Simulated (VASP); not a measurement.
# Au (Im-3m) in VASP: settings compared

Au is run at these levels: r2SCAN, PBE; tasks: single point.

All numbers are computed with VASP 6.6.1; they aren't measurements. Logs are shortened: lines on timing, memory, paths and dates and some standing lists are left out, and cuts for length are marked.

## (1) The cell of the first run

Symmetry: Im-3m, No. 229, cubic system. Conventional cell: a = 3.358 Å, b = 3.358 Å, c = 3.358 Å, α = 90.00°, β = 90.00°, γ = 90.00°. Au (site symmetry m-3m) has 14 Au at 2.91 to 3.36 Å within 3.8 Å.

## (2) Single point, r2SCAN

The input, POSCAR:

```
Au
1.0
   -1.6790776720      1.6790776720      1.6790776720
    1.6790776720     -1.6790776720      1.6790776720
    1.6790776720      1.6790776720     -1.6790776720
Au
1
Direct
    0.0000000000      0.0000000000      0.0000000000
```

The input, INCAR.step1:

```
SYSTEM = Au
  PREC = Accurate
  ENCUT = 520
  ISMEAR = -1
  SIGMA = 0.05
  LREAL = .False.
  LASPH = .True.
  NELM = 60
  NBANDS = 12
  GGA = PE
  ALGO = Normal
  EDIFF = 1E-4
  LWAVE = .True.
  LCHARG = .False.
```

The input, INCAR.step2:

```
SYSTEM = Au
  PREC = Accurate
  ENCUT = 520
  EDIFF = 1E-7
  ISMEAR = -1
  SIGMA = 0.05
  LREAL = .False.
  LASPH = .True.
  NELM = 60
  ALGO = Normal
  ISIF = 2
  LWAVE = .False.
  LCHARG = .False.
  METAGGA = R2SCAN
  LMIXTAU = .True.
  NBANDS = 12
  ISTART = 1
```

The input, KPOINTS:

```
regular mesh
0
Gamma
  11 11 11
  0 0 0
```

Potentials or basis: VASP PAW PBE potentials, release 64 (Au).

Launch:

```sh
$ cat potpaw_PBE.64/Au/POTCAR > POTCAR
$ cp INCAR.step1 INCAR
$ mpirun -np 1 vasp_std > vasp.out
$ cp INCAR.step2 INCAR
$ mpirun -np 1 vasp_std > vasp.out
```

OUTCAR:

```text
SYSTEM = Au
   PREC = Accurate
   ENCUT = 520
   EDIFF = 1E-7
   ISMEAR = -1
   LREAL = .False.
   LASPH = .True.
   NELM = 60
   ISIF = 2
   METAGGA = R2SCAN
   ISTART = 1

 ion  position               nearest neighbor table
   1  0.000  0.000  0.000-

  LATTYP: Found a body centered cubic cell.
 ALAT       =     3.3581553440

  Lattice vectors:

 A1 = (  -1.6790776720,   1.6790776720,   1.6790776720)
 A2 = (   1.6790776720,  -1.6790776720,   1.6790776720)
 A3 = (   1.6790776720,   1.6790776720,  -1.6790776720)

Analysis of symmetry for initial positions (statically):
=====================================================================
 Subroutine PRICEL returns:
 Original cell was already a primitive cell.

 Routine SETGRP: Setting up the symmetry group for a
 body centered cubic supercell.

 Subroutine GETGRP returns: Found 48 space group operations
 (whereof 48 operations were pure point group operations)
 out of a pool of 48 trial point group operations.

The static configuration has the point symmetry O_h .

Analysis of symmetry for dynamics (positions and initial velocities):
=====================================================================
 Subroutine PRICEL returns:
 Original cell was already a primitive cell.

 Routine SETGRP: Setting up the symmetry group for a
 body centered cubic supercell.

 Subroutine GETGRP returns: Found 48 space group operations
 (whereof 48 operations were pure point group operations)
 out of a pool of 48 trial point group operations.

The dynamic configuration has the point symmetry O_h .

 Subroutine INISYM returns: Found 48 space group operations
 (whereof 48 operations are pure point group operations),
 and found     1 'primitive' translations

----------------------------------------------------------------------------------------

                                     Primitive cell

  volume of cell :      18.9353

  direct lattice vectors                    reciprocal lattice vectors
    -1.679077672  1.679077672  1.679077672     0.000000000  0.297782532  0.297782532
     1.679077672 -1.679077672  1.679077672     0.297782532  0.000000000  0.297782532
     1.679077672  1.679077672 -1.679077672     0.297782532  0.297782532  0.000000000

  length of vectors
     2.908247838  2.908247838  2.908247838     0.421128095  0.421128095  0.421128095

  position of ions in fractional coordinates (direct lattice)
     0.000000000  0.000000000  0.000000000

[... 75 lines left out ...]
   EDIFF  = 0.1E-06   stopping-criterion for ELM
   LREAL  =      F    real-space projection
   EDIFFG = 0.1E-05   stopping-criterion for IOM
   NSW    =      0    number of steps for IOM
   IBRION =     -1    ionic relax: 0-MD 1-quasi-New 2-CG
   NFREE  =      0    steps in history (QN), initial steepest desc. (CG)
   ISIF   =      2    stress and relaxation
   ISYM   =      2    0-nonsym 1-usesym 2-fastsym
   POTIM  = 0.5000    time-step for ionic-motion
   TEBEG  =    0.0;   TEEND  =   0.0 temperature during run
   PSTRESS=    0.0 pullay stress
   NELECT =      11.0000    total number of electrons
   NUPDOWN=      -1.0000    fix difference up-down
   EMIN   =  10.00;   EMAX   =-10.00  energy-range for DOS
   EFERMI =   0.00;   METHOD = LEGACY
   ISMEAR =    -1;   SIGMA  =   0.05  broadening in eV -4-tet -1-fermi 0-gaus
   EFERMI_NEDOS =   21; number of points for ismear=-14 and -15
   IALGO  =     38    algorithm
   IMIX   =      4    mixing-type and parameters
     AMIX     =   0.40;   BMIX     =  1.00
     AMIX_MAG =   1.60;   BMIX_MAG =  1.00
  volume/ion in A,a.u.               =      18.94       127.78
  Fermi-wavevector in a.u.,A,eV,Ry     =   1.365992  2.581351 25.387589  1.865935
  Thomas-Fermi vector in A             =   2.492172
   LORBIT       =      0    0 simple, 1 ext, 2 COOP (PROOUT), +10 PAW based schemes
   METAGGA = R2SCAN    functional components
   LHFCALC =     F    Hartree Fock is set to
   AEXX    =    0.0000 exact exchange contribution
   IVDW    =     0    specifies the selected vdW correction
   LEPSILON=     F    determine dielectric tensor
   LRPA    =     F    only Hartree local field effects (RPA)
 non-spin polarized calculation
  energy-cutoff  :      520.00
  volume of cell :       18.94
 maximum number of plane-waves:       531
 NGX is ok and might be reduce to    24
   NGX = 11   NGY = 11   NGZ = 11

 number of electron      11.0000001 magnetization

 Free energy of the ion-electron system (eV)
  ---------------------------------------------------
  ext. energy  EPLUGINS =         0.00000000
  ---------------------------------------------------
  free energy    TOTEN  =       -50.53734221 eV

  energy without entropy =      -50.53224688  energy(sigma->0) =      -50.53479454

 E-fermi :   7.5842     XC(G=0): -12.8811

 val. band max:        7.5789828282   @ k =  -0.3636   0.4545   0.0909
 cond. band min:       7.5934100945   @ k =  -0.3636   0.3636   0.2727
 fundamental gap:      0.0144272663
 Fermi energy:         7.5842070394

 k-point     1 :       0.0000    0.0000    0.0000
  band No.  band energies     occupation
      1      -1.2862      2.00000
      2       3.1099      2.00000
      3       3.1099      2.00000
      4       3.1099      2.00000
      5       4.7762      2.00000
      6       4.7762      2.00000
      7      25.0271      0.00000
      8      25.0271      0.00000
      9      25.0271      0.00000
     10      30.9958      0.00000
     11      30.9958      0.00000
     12      30.9958      0.00000
[... 331 lines left out ...]
 k-point    24 :       0.3636    0.1818    0.0909
  band No.  band energies     occupation
      1       1.9092      2.00000
      2       2.3775      2.00000
      3       3.9229      2.00000
      4       4.8130      2.00000
      5       4.9774      2.00000
      6      10.5316      0.00000
      7      11.0751      0.00000
      8      16.6001      0.00000
      9      19.3355      0.00000
     10      30.1124      0.00000
     11      31.8802      0.00000
     12      33.6495      0.00000

 [... further k-points ...]
[... 5 lines left out ...]
  --------------------------------------------------------------------------------------
  -------------------------------------------------------------------------------------
  Total       -0.9870213     -0.9870213     -0.9870213     -0.0000000      0.0000000     -0.0000000
  in kB      -83.5150537    -83.5150537    -83.5150537     -0.0000000      0.0000000     -0.0000000
  external PRESSURE =     -83.5150537 kB  Pullay stress =       0.0000000 kB

 VOLUME and BASIS-vectors are now :
 -----------------------------------------------------------------------------
  energy-cutoff  :      520.00
  volume of cell :       18.94
      direct lattice vectors                 reciprocal lattice vectors
    -1.679077672  1.679077672  1.679077672     0.000000000  0.297782532  0.297782532
     1.679077672 -1.679077672  1.679077672     0.297782532  0.000000000  0.297782532
     1.679077672  1.679077672 -1.679077672     0.297782532  0.297782532  0.000000000

 POSITION                                       TOTAL-FORCE (eV/Angst)
 -----------------------------------------------------------------------------------
      0.00000      0.00000      0.00000         0.000000     -0.000000     -0.000000
 -----------------------------------------------------------------------------------
    total drift:                               -0.000000      0.000000     -0.000000

  FREE ENERGIE OF THE ION-ELECTRON SYSTEM (eV)
  ---------------------------------------------------
  free  energy   TOTEN  =       -50.5373422088 eV

  energy  without entropy=      -50.5322468802  energy(sigma->0) =      -50.53479454
```

OUTCAR.step1:

```text
SYSTEM = Au
   PREC = Accurate
   ENCUT = 520
   ISMEAR = -1
   LREAL = .False.
   LASPH = .True.
[... 577 lines left out ...]
 -----------------------------------------------------------------------------------
      0.00000      0.00000      0.00000         0.000000     -0.000000      0.000000
 -----------------------------------------------------------------------------------
    total drift:                               -0.000000      0.000000     -0.000000

  FREE ENERGIE OF THE ION-ELECTRON SYSTEM (eV)
  ---------------------------------------------------
  free  energy   TOTEN  =        -3.1814022243 eV

  energy  without entropy=       -3.1759589701  energy(sigma->0) =       -3.17868060
```

OSZICAR.step1:

```text
N       E                     dE             d eps       ncg     rms          rms(c)
DAV:   1     0.473283473528E+02    0.47328E+02   -0.53914E+03  1408   0.798E+02
DAV:   2    -0.276680187671E+01   -0.50095E+02   -0.47095E+02  1580   0.179E+02
DAV:   3    -0.343828394673E+01   -0.67148E+00   -0.67070E+00  1608   0.201E+01
DAV:   4    -0.344056413648E+01   -0.22802E-02   -0.22801E-02  1520   0.138E+00
DAV:   5    -0.344058225520E+01   -0.18119E-04   -0.18119E-04  1592   0.118E-01    0.663E+00
DAV:   6    -0.319426721657E+01    0.24632E+00   -0.77363E-01  1420   0.679E+00    0.454E+00
DAV:   7    -0.318299583493E+01    0.11271E-01   -0.35891E-02  1548   0.150E+00    0.250E+00
DAV:   8    -0.318141019244E+01    0.15856E-02   -0.77537E-04  1480   0.229E-01    0.185E-01
DAV:   9    -0.318140222431E+01    0.79681E-05   -0.15479E-05   836   0.301E-02
   1 F= -.31814022E+01 E0= -.31786806E+01  d E =-.544325E-02
```

Wall time 56 s (1 thread of Intel Xeon Platinum 8259CL at 2.50GHz (Skylake/Cascade Lake), shared host); peak memory 0.15 GiB.

What came out:

```
Free energy : -50.5373 eV
Pressure    : -8.4 GPa
```

Caveat: the PAW data sets were made with another functional, which shifts forces and pressure a little; spin-orbit coupling is left out, which moves the levels of the heavy elements.

## (3) Single point, PBE

This run uses another cell than the first one, of 18.21 Å³/atom, 0.962 times its volume.

The input, INCAR:

```
SYSTEM = Au
PREC = Accurate
ENCUT = 520
EDIFF = 1E-6
ISMEAR = 1
SIGMA = 0.05
LREAL = .False.
LASPH = .True.
NELM = 100
ALGO = Normal
ISIF = 2
LWAVE = .False.
LCHARG = .False.
GGA = PE
NBANDS = 12
```

The input, KPOINTS:

```
Automatic mesh
0
Gamma
  8 8 8
  0 0 0
```

The input, POSCAR:

```
Au
1.0
   -1.6572690000      1.6572690000      1.6572690000
    1.6572690000     -1.6572690000      1.6572690000
    1.6572690000      1.6572690000     -1.6572690000
Au
1
Direct
    0.0000000000      0.0000000000      0.0000000000
```

Potentials or basis: VASP PAW PBE potentials, release 64 (Au).

Launch:

```sh
$ cat potpaw_PBE.64/Au/POTCAR > POTCAR
$ mpirun -np 1 vasp_std > vasp.out
```

It took 8.8 s on 1 thread of Intel Xeon Platinum 8375C at 2.90GHz (Ice Lake), shared host; peak memory 0.14 GiB.

The run converged. Its results:

```
Free energy : -3.1564 eV
Pressure    : -1.4 GPa
```

Levels at points of the mesh, in eV from the Fermi level:
```csv
k point,band 2,band 3,band 4,band 5,band 6,band 7,band 8,band 9,band 10,band 11
"(0.00, 0.00, 0.00)",-4.74,-4.74,-4.74,-3.00,-3.00,16.29,16.29,16.29,22.94,22.94
"(0.50, 0.00, 0.00)",-5.72,-3.14,-2.83,-1.63,-0.55,2.98,12.13,13.25,20.69,21.14
"(0.50, 0.50, 0.50)",-6.47,-1.97,-1.97,-1.97,6.04,6.04,6.04,8.75,15.11,15.11
```

Caveat: spin-orbit coupling is left out, which moves the levels of the heavy elements.

## (4) Single point, PBE

This run uses another cell than the first one, of 18.21 Å³/atom, 0.962 times its volume.

The input, INCAR:

```
PREC = Accurate
ENCUT = 520
EDIFF = 1E-6
ISMEAR = 1
SIGMA = 0.05
LREAL = F
LASPH = T
NELM = 100
ALGO = Normal
ISIF = 2
LWAVE = F
LCHARG = F
GGA = PE
NBANDS = 12
```

The input, KPOINTS:

```
Automatic mesh
0
Gamma
  10 10 10
```

POSCAR is that of step 3.

Launch:

```sh
$ cat potpaw_PBE.64/Au/POTCAR > POTCAR
$ mpirun -np 1 vasp_std > vasp.out
```

It took 9 s on 1 thread of Intel Xeon Platinum 8375C at 2.90GHz (Ice Lake), shared host; peak memory 0.14 GiB.

Results (log left out):

```
Free energy : -3.1793 eV
Pressure    : -2.1 GPa
```

Levels at points of the mesh, in eV from the Fermi level:
```csv
k point,band 3,band 4,band 5,band 6,band 7,band 8,band 9,band 10
"(0.00, 0.00, 0.00)",-4.68,-4.68,-2.94,-2.94,16.36,16.36,16.36,23.01
"(0.50, 0.00, 0.00)",-3.08,-2.77,-1.58,-0.49,3.05,12.20,13.32,20.75
"(0.50, 0.50, 0.50)",-1.92,-1.92,-1.92,6.10,6.10,6.10,8.82,15.17
```

Caveat: spin-orbit coupling is left out, which moves the levels of the heavy elements.

(Continued in part 2 of 2.)
